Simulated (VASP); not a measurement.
# CuMo (P-6m2) in VASP: a series of runs

CuMo is run at these levels: PBE; tasks: single point.

Program: VASP 6.6.1. These are calculated values, not measurements. Logs are shortened: lines on timing, memory, paths and dates and some standing lists are left out, and cuts for length are marked.

### 1 The cell of the first run

The structure is hexagonal, space group P-6m2 (No. 187). The conventional cell has a = 3.089 Å, b = 3.089 Å, c = 3.013 Å, α = 90.00°, β = 90.00°, γ = 120.00°. Cu (site symmetry -6m2) has 6 Mo at 2.33 Å and 8 Cu at 3.01 to 3.09 Å within 3.1 Å. Mo (site symmetry -6m2) has 6 Cu at 2.33 Å and 8 Mo at 3.01 to 3.09 Å within 3.1 Å.

The cell was generated, and may not be a known phase.

### 2 Single point, PBE

INCAR reads:

```
PREC = Accurate ; ENCUT = 520
EDIFF = 1E-6 ; ISMEAR = 0
SIGMA = 0.1 ; LREAL = False
LASPH = True ; NELM = 60
ALGO = Normal ; ISIF = 2
LWAVE = False ; LCHARG = False
GGA = PE ; NBANDS = 20
```

KPOINTS reads:

```
Automatic mesh
0
Gamma
  6 6 6
```

POSCAR reads:

```
CuMo
1.0
    3.0893707500      0.0000000000      0.0000000000
   -1.5446853700      2.6754735500      0.0000000000
    0.0000000000      0.0000000000      3.0132134300
Cu Mo
1 1
Direct
    0.6666666700      0.3333333300      0.5000000000
    0.0000000000      0.0000000000      0.0000000000
```

Potentials or basis: VASP PAW PBE potentials, release 64 (Cu, Mo_sv).

Started as:

```bash
$ cat potpaw_PBE.64/Cu/POTCAR potpaw_PBE.64/Mo_sv/POTCAR > POTCAR
$ mpirun -np 1 vasp_std > vasp.out
```

OUTCAR:

```text
PREC = Accurate
   ENCUT = 520
   EDIFF = 1E-6
   ISMEAR = 0
   LREAL = False
   LASPH = True
   NELM = 60
   ISIF = 2
   GGA = PE

 ion  position               nearest neighbor table
   1  0.667  0.333  0.500-   2 2.33   2 2.33   2 2.33   2 2.33   2 2.33   2 2.33
   2  0.000  0.000  0.000-   1 2.33   1 2.33   1 2.33   1 2.33   1 2.33   1 2.33

  LATTYP: Found a hexagonal cell.
 ALAT       =     3.0893707500
 C/A-ratio  =     0.9753485981

  Lattice vectors:

 A1 = (   3.0893707500,   0.0000000000,   0.0000000000)
 A2 = (  -1.5446853700,   2.6754735500,   0.0000000000)
 A3 = (   0.0000000000,   0.0000000000,   3.0132134300)

Analysis of symmetry for initial positions (statically):
=====================================================================
 Subroutine PRICEL returns:
 Original cell was already a primitive cell.

 Routine SETGRP: Setting up the symmetry group for a
 hexagonal supercell.

 Subroutine GETGRP returns: Found 12 space group operations
 (whereof 12 operations were pure point group operations)
 out of a pool of 24 trial point group operations.

The static configuration has the point symmetry D_3h.

Analysis of symmetry for dynamics (positions and initial velocities):
=====================================================================
 Subroutine PRICEL returns:
 Original cell was already a primitive cell.

 Routine SETGRP: Setting up the symmetry group for a
 hexagonal supercell.

 Subroutine GETGRP returns: Found 12 space group operations
 (whereof 12 operations were pure point group operations)
 out of a pool of 24 trial point group operations.

The dynamic configuration has the point symmetry D_3h.

 Subroutine INISYM returns: Found 12 space group operations
 (whereof 12 operations are pure point group operations),
 and found     1 'primitive' translations

----------------------------------------------------------------------------------------

                                     Primitive cell

  volume of cell :      24.9058

  direct lattice vectors                    reciprocal lattice vectors
     3.089370750  0.000000000  0.000000000     0.323690512  0.186882804  0.000000000
    -1.544685370  2.675473550  0.000000000     0.000000000  0.373765609  0.000000000
     0.000000000  0.000000000  3.013213430     0.000000000  0.000000000  0.331871613

  length of vectors
     3.089370750  3.089370746  3.013213430     0.373765608  0.373765609  0.331871613

  position of ions in fractional coordinates (direct lattice)
     0.666666670  0.333333330  0.500000000
     0.000000000  0.000000000  0.000000000

  ion indices of the primitive-cell ions
   primitive index   ion index
                 1           1
                 2           2

----------------------------------------------------------------------------------------

 KPOINTS: Automatic mesh

Automatic generation of k-mesh.
 Grid dimensions read from file:
 generate k-points for:    6    6    6

 Generating k-lattice:

  Cartesian coordinates                     Fractional coordinates (reciprocal lattice)
     0.053948419  0.031147134  0.000000000     0.166666667  0.000000000  0.000000000
     0.000000000  0.062294268  0.000000000     0.000000000  0.166666667  0.000000000
     0.000000000  0.000000000  0.055311935     0.000000000  0.000000000  0.166666667

  Length of vectors
     0.062294268  0.062294268  0.055311935

  Shift w.r.t. Gamma in fractional coordinates (k-lattice)
     0.000000000  0.000000000  0.000000000

 Subroutine IBZKPT returns following result:
 ===========================================

 Found     28 irreducible k-points:

 Following reciprocal coordinates:
            Coordinates               Weight
  0.000000  0.000000  0.000000      1.000000
  0.166667 -0.000000  0.000000      6.000000
  0.333333 -0.000000  0.000000      6.000000
  0.500000 -0.000000  0.000000      3.000000
  0.166667  0.166667  0.000000      6.000000
  0.333333  0.166667  0.000000     12.000000
[... 16 lines left out ...]
  0.166667 -0.000000  0.500000      6.000000
  0.333333 -0.000000  0.500000      6.000000
 [... further k-points ...]
   k-points           NKPTS =     28   k-points in BZ     NKDIM =     28   number of bands    NBANDS=     20
   number of dos      NEDOS =    301   number of ions     NIONS =      2
   total plane-waves  NPLWV =  13824
   dimension x,y,z NGX =    24 NGY =   24 NGZ =   24
   dimension x,y,z NGXF=    48 NGYF=   48 NGZF=   48
   ions per type =               1   1
   NGX,Y,Z   is equivalent  to a cutoff of  12.91, 12.91, 13.24 a.u.
   NGXF,Y,Z  is equivalent  to a cutoff of  25.83, 25.83, 26.48 a.u.
 SYSTEM =  unknown system
   PREC   = accura    normal or accurate (medium, high low for compatibility)
   ISTART =      0    job   : 0-new  1-cont  2-samecut
   ICHARG =      2    charge: 1-file 2-atom 10-const
   ISPIN  =      1    spin polarized calculation?
   LNONCOLLINEAR =      F non collinear calculations
   LSORBIT =      F    spin-orbit coupling
   LASPH  =      T    aspherical Exc in radial PAW
   ENCUT  =  520.0 eV  38.22 Ry    6.18 a.u.   5.74  5.74  5.60*2*pi/ulx,y,z
   NELM   =     60;   NELMIN=  2; NELMDL= -5     # of ELM steps
   EDIFF  = 0.1E-05   stopping-criterion for ELM
   LREAL  =      F    real-space projection
   EDIFFG = 0.1E-04   stopping-criterion for IOM
   NSW    =      0    number of steps for IOM
   IBRION =     -1    ionic relax: 0-MD 1-quasi-New 2-CG
   NFREE  =      0    steps in history (QN), initial steepest desc. (CG)
   ISIF   =      2    stress and relaxation
   ISYM   =      2    0-nonsym 1-usesym 2-fastsym
   POTIM  = 0.5000    time-step for ionic-motion
   TEBEG  =    0.0;   TEEND  =   0.0 temperature during run
   PSTRESS=    0.0 pullay stress
   NELECT =      25.0000    total number of electrons
   NUPDOWN=      -1.0000    fix difference up-down
   EMIN   =  10.00;   EMAX   =-10.00  energy-range for DOS
   EFERMI =   0.00;   METHOD = LEGACY
   ISMEAR =     0;   SIGMA  =   0.10  broadening in eV -4-tet -1-fermi 0-gaus
   EFERMI_NEDOS =   21; number of points for ismear=-14 and -15
   IALGO  =     38    algorithm
   IMIX   =      4    mixing-type and parameters
     AMIX     =   0.40;   BMIX     =  1.00
     AMIX_MAG =   1.60;   BMIX_MAG =  1.00
  volume/ion in A,a.u.               =      12.45        84.04
  Fermi-wavevector in a.u.,A,eV,Ry     =   1.639160  3.097563 36.556745  2.686845
  Thomas-Fermi vector in A             =   2.730012
   LORBIT       =      0    0 simple, 1 ext, 2 COOP (PROOUT), +10 PAW based schemes
   GGA     = PE    functional components
   LHFCALC =     F    Hartree Fock is set to
   AEXX    =    0.0000 exact exchange contribution
   IVDW    =     0    specifies the selected vdW correction
   LEPSILON=     F    determine dielectric tensor
   LRPA    =     F    only Hartree local field effects (RPA)
 non-spin polarized calculation
 Gauss-broadening in eV      SIGMA  =   0.10
  energy-cutoff  :      520.00
  volume of cell :       24.91
 maximum number of plane-waves:       680
 NGX is ok and might be reduce to    24
   NGX = 11   NGY = 11   NGZ = 11

 number of electron      24.9999994 magnetization

 Free energy of the ion-electron system (eV)
  ---------------------------------------------------
  ext. energy  EPLUGINS =         0.00000000
  ---------------------------------------------------
  free energy    TOTEN  =       -11.44092629 eV

  energy without entropy =      -11.42849663  energy(sigma->0) =      -11.43471146

 E-fermi :  11.9103     XC(G=0): -13.5893

 val. band max:       11.9024926717   @ k =   0.3333   0.1667   0.5000
 cond. band min:      11.9522374519   @ k =   0.3333  -0.0000   0.0000
 fundamental gap:      0.0497447802
 Fermi energy:        11.9103469970

 k-point     1 :       0.0000    0.0000    0.0000
  band No.  band energies     occupation
      1     -48.7727      2.00000
      2     -22.7379      2.00000
      3     -22.7324      2.00000
      4     -22.7324      2.00000
      5       3.2044      2.00000
      6       5.3326      2.00000
[... 12 lines left out ...]
     19      26.3047      0.00000
     20      29.2502      0.00000

 k-point     2 :       0.1667   -0.0000    0.0000
  band No.  band energies     occupation
      1     -48.7584      2.00000
      2     -22.8584      2.00000
      3     -22.7599      2.00000
      4     -22.7283      2.00000
      5       3.9149      2.00000
      6       5.5232      2.00000
[... 12 lines left out ...]
     19      25.1393      0.00000
     20      28.9669      0.00000

 k-point     3 :       0.3333   -0.0000    0.0000
  band No.  band energies     occupation
      1     -48.7295      2.00000
      2     -23.1038      2.00000
      3     -22.8146      2.00000
      4     -22.7089      2.00000
      5       5.3926      2.00000
      6       5.7231      2.00000
[... 12 lines left out ...]
     19      26.0054      0.00000
     20      28.5069      0.00000

 k-point     4 :       0.5000   -0.0000    0.0000
  band No.  band energies     occupation
      1     -48.7151      2.00000
      2     -23.2234      2.00000
      3     -22.8417      2.00000
      4     -22.6992      2.00000
      5       5.4100      2.00000
      6       6.1564      2.00000
[... 12 lines left out ...]
     19      26.2500      0.00000
     20      28.8958      0.00000

 k-point     5 :       0.1667    0.1667    0.0000
  band No.  band energies     occupation
      1     -48.7368      2.00000
      2     -23.0196      2.00000
      3     -22.8255      2.00000
      4     -22.7138      2.00000
      5       5.1087      2.00000
      6       5.7652      2.00000
[... 12 lines left out ...]
     19      27.0591      0.00000
     20      28.0723      0.00000
[... 353 lines left out ...]
      6       7.1775      2.00000
[... 12 lines left out ...]
     19      24.0992      0.00000
     20      24.9679      0.00000

 k-point    22 :       0.0000    0.0000    0.5000
  band No.  band energies     occupation
      1     -48.7296      2.00000
      2     -23.2094      2.00000
      3     -22.6982      2.00000
      4     -22.6982      2.00000
      5       6.5894      2.00000
      6       6.5894      2.00000
[... 12 lines left out ...]
     19      24.9925      0.00000
     20      26.6815      0.00000

 k-point    23 :       0.1667   -0.0000    0.5000
  band No.  band energies     occupation
      1     -48.7171      2.00000
      2     -23.1854      2.00000
      3     -22.8142      2.00000
      4     -22.7281      2.00000
      5       6.1417      2.00000
      6       6.4200      2.00000
[... 12 lines left out ...]
     19      25.9041      0.00000
     20      26.5780      0.00000

 k-point    24 :       0.3333   -0.0000    0.5000
  band No.  band energies     occupation
      1     -48.6920      2.00000
      2     -23.1374      2.00000
      3     -23.0413      2.00000
      4     -22.7874      2.00000
      5       5.9136      2.00000
      6       6.4334      2.00000
[... 12 lines left out ...]
     19      25.5969      0.00000
     20      27.6875      0.00000

 [... further k-points ...]

------------------------ aborting loop because EDIFF is reached ----------------------------------------

  FORCE on cell =-STRESS in cart. coord.  units (eV):
  Direction    XX          YY          ZZ          XY          YZ          ZX
  --------------------------------------------------------------------------------------
  -------------------------------------------------------------------------------------
  Total        8.3008204      8.3008204     11.6810941      0.0000000      0.0000000      0.0000000
  in kB      533.9874047    533.9874042    751.4386287      0.0000010      0.0000000      0.0000000
  external PRESSURE =     606.4711459 kB  Pullay stress =       0.0000000 kB

 VOLUME and BASIS-vectors are now :
 -----------------------------------------------------------------------------
  energy-cutoff  :      520.00
  volume of cell :       24.91
      direct lattice vectors                 reciprocal lattice vectors
     3.089370750  0.000000000  0.000000000     0.323690512  0.186882804  0.000000000
    -1.544685370  2.675473550  0.000000000     0.000000000  0.373765609  0.000000000
     0.000000000  0.000000000  3.013213430     0.000000000  0.000000000  0.331871613

 POSITION                                       TOTAL-FORCE (eV/Angst)
 -----------------------------------------------------------------------------------
      1.54469      0.89182      1.50661        -0.000000      0.000000      0.000000
      0.00000      0.00000      0.00000         0.000000     -0.000000      0.000000
 -----------------------------------------------------------------------------------
    total drift:                               -0.000002      0.000001     -0.000000

  FREE ENERGIE OF THE ION-ELECTRON SYSTEM (eV)
  ---------------------------------------------------
  free  energy   TOTEN  =       -11.4409262853 eV

  energy  without entropy=      -11.4284966262  energy(sigma->0) =      -11.43471146
```

It used 23 s of CPU time on 1 thread of AMD EPYC 7R13, on a shared host.

Results:

- Free energy: -11.4409 eV
- Pressure: 60.6 GPa
- Band gap on the k mesh: zero (an odd number of electrons rules out a gap without spin polarisation)

Levels at points of the mesh, in eV from the Fermi level:
| k point | band 11 | band 12 | band 13 | band 14 | band 15 | band 16 |
| --- | --- | --- | --- | --- | --- | --- |
| (0.00, 0.00, 0.00) | -1.32 | -1.32 | -0.98 | 2.17 | 2.17 | 7.94 |
| (0.50, 0.00, 0.00) | -1.98 | -0.37 | -0.32 | 2.40 | 2.55 | 5.16 |
| (0.00, 0.00, 0.50) | -2.53 | 0.92 | 0.92 | 1.30 | 1.30 | 4.03 |
| (0.50, 0.00, 0.50) | -2.86 | -1.09 | 1.29 | 2.48 | 2.71 | 3.11 |

Caveat: the k points lie up to 0.39 Å⁻¹ apart, too coarse for converged energies and pressures of a metal.

### 3 Single point, PBE

This run uses another cell than the first one, of 14.14 Å³/atom.

INCAR reads:

```
  PREC = Accurate
  ENCUT = 520
  EDIFF = 1E-6
  ISMEAR = 0
  SIGMA = 0.1
  LREAL = F
  LASPH = T
  NELM = 80
  ALGO = Normal
  ISIF = 2
  LWAVE = F
  LCHARG = F
  GGA = PE
  NBANDS = 20
```

KPOINTS reads:

```
regular mesh
0
Gamma
  6 6 6
```

POSCAR reads:

```
CuMo
1.0
    2.6787196489     -0.0000000025      0.0000000000
   -1.3393598223      2.3198392669      0.0000000000
    0.0000000000      0.0000000000      4.5508018918
Cu Mo
1 1
Direct
    0.6666666667      0.3333333333      0.5000000000
    0.0000000000      0.0000000000      0.0000000000
```

Potentials or basis: VASP PAW PBE potentials, release 64 (Cu, Mo_sv).

Started as:

```bash
$ cat potpaw_PBE.64/Cu/POTCAR potpaw_PBE.64/Mo_sv/POTCAR > POTCAR
$ mpirun -np 1 vasp_std > vasp.out
```

It took 71 s on 1 thread of AMD EPYC 7R13, shared host; peak memory 0.15 GiB.

Results (log left out):

```yaml
Free_energy: -13.9335 eV
Pressure: 0.4 GPa
Band_gap_on_the_k_mesh: zero (an odd number of electrons rules out a gap without spin polarisation)
```

Stress tensor (GPa, compression positive):
```
0.26 0.00 0.00
0.00 0.26 0.00
0.00 0.00 0.71
```

Levels at points of the mesh, in eV from the Fermi level:
| k point | band 11 | band 12 | band 13 | band 14 | band 15 | band 16 |
| --- | --- | --- | --- | --- | --- | --- |
| (0.00, 0.00, 0.00) | -2.69 | -0.90 | -0.90 | -0.36 | 2.41 | 2.41 |
| (0.50, 0.00, 0.00) | -2.10 | -1.84 | 1.11 | 1.57 | 4.65 | 5.84 |
| (0.00, 0.00, 0.50) | -2.77 | -2.62 | -0.73 | -0.73 | 2.37 | 2.37 |
| (0.50, 0.00, 0.50) | -1.93 | 0.68 | 0.94 | 1.00 | 2.93 | 4.66 |

Caveat: the k points lie up to 0.45 Å⁻¹ apart, too coarse for converged energies and pressures of a metal.

The gap in the log of VASP goes by the Fermi energy; the results here count the filled bands.